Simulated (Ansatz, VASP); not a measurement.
**Two plane-wave programs on C**

INCAR

```
ALGO = Normal
EDIFF = 1E-6
ENCUT = 520
GGA = PE
ISIF = 2
ISMEAR = 0
LASPH = True
LCHARG = True
LELF = True
LREAL = False
LVHAR = True
LWAVE = False
NBANDS = 36
NELM = 100
PREC = Accurate
SIGMA = 0.05
```

The input KPOINTS:

```
k-points
0
Gamma
  12 12 2
```

POSCAR

```
C
1.0
    2.5961621202      0.0462520145      0.0462520145
   -1.2580256406      2.2252163412      0.0169294123
    0.2280742143      0.2280742143     12.8019858714
C
12
Direct
    0.0000000000      0.0000000000      0.1868593266
    0.0000000000      0.0000000000      0.6868593266
    0.0000000000      0.0000000000      0.3131406734
    0.0000000000      0.0000000000      0.8131406734
    0.3333333333      0.6666666667      0.5207665411
    0.6666666667      0.3333333333      0.0207665411
    0.3333333333      0.6666666667      0.9792334589
    0.6666666667      0.3333333333      0.4792334589
    0.3333333333      0.6666666667      0.6450950823
    0.6666666667      0.3333333333      0.1450950823
    0.3333333333      0.6666666667      0.8549049177
    0.6666666667      0.3333333333      0.3549049177
```

Input for Ansatz:

```yaml
crystal:
  lattice:
    - [2.5961621202, 0.0462520145, 0.0462520145]
    - [-1.2580256406, 2.2252163412, 0.0169294123]
    - [0.2280742143, 0.2280742143, 12.8019858714]
  atoms:
    - { symbol: C, position: [0.0, 0.0, 0.1868593266] }
    - { symbol: C, position: [0.0, 0.0, 0.6868593266] }
    - { symbol: C, position: [0.0, 0.0, 0.3131406734] }
    - { symbol: C, position: [0.0, 0.0, 0.8131406734] }
    - { symbol: C, position: [0.3333333333, 0.6666666667, 0.5207665411] }
    - { symbol: C, position: [0.6666666667, 0.3333333333, 0.0207665411] }
    - { symbol: C, position: [0.3333333333, 0.6666666667, 0.9792334589] }
    - { symbol: C, position: [0.6666666667, 0.3333333333, 0.4792334589] }
    - { symbol: C, position: [0.3333333333, 0.6666666667, 0.6450950823] }
    - { symbol: C, position: [0.6666666667, 0.3333333333, 0.1450950823] }
    - { symbol: C, position: [0.3333333333, 0.6666666667, 0.8549049177] }
    - { symbol: C, position: [0.6666666667, 0.3333333333, 0.3549049177] }
basis:
  ecutwfc: 520.0
kpoints:
  mp_grid: { grid: [12, 12, 2] }
hamiltonian:
  xc: pbe
  pseudopotentials: { kind: paw, azcp: { folder: soft_1 } }
scf:
  occupations: { method: gaussian, width: 0.05 }
output:
  forces: true
  stress: true
  eigenvalues: true
```

Change from the starting cell: equal engineering shear yz, xz and xy +0.0367, equal normal strain along x, y and z +0.0300.

Alike in both runs: task single point; functional PBE; k mesh 12 × 12 × 2; occupations gaussian, width 0.05 eV; no spin polarisation.

|  | VASP | Ansatz |
| --- | --- | --- |
| version | VASP 6.6.1 | Ansatz 0.2.0 |
| potentials or method | VASP PAW PBE potentials, release 64 (C), cutoff 520 eV | scalar-relativistic, plane waves, PAW |
| valence electrons in the cell | 48 | 48 |

```tsv
	VASP	Ansatz	Ansatz less VASP
gap on the k mesh at the Fermi level (eV)	3.64	3.65	+0.007
least direct gap on the mesh (eV)	4.52	4.53	+0.004
pressure (GPa)	-31.3	-31.6	-0.34
traceless stress, the component that is largest in VASP (GPa)	-15.83	-15.77	+0.061
rms of the force components (eV/Å)	0.049	0.053	+0.0039
```

Atom by atom the forces differ by 0.005 eV/Å (rms over components). Both programs put the cell under strong tension, so it lies far from rest at this level.

Noted on VASP's run: the cell as given lies far from equilibrium.
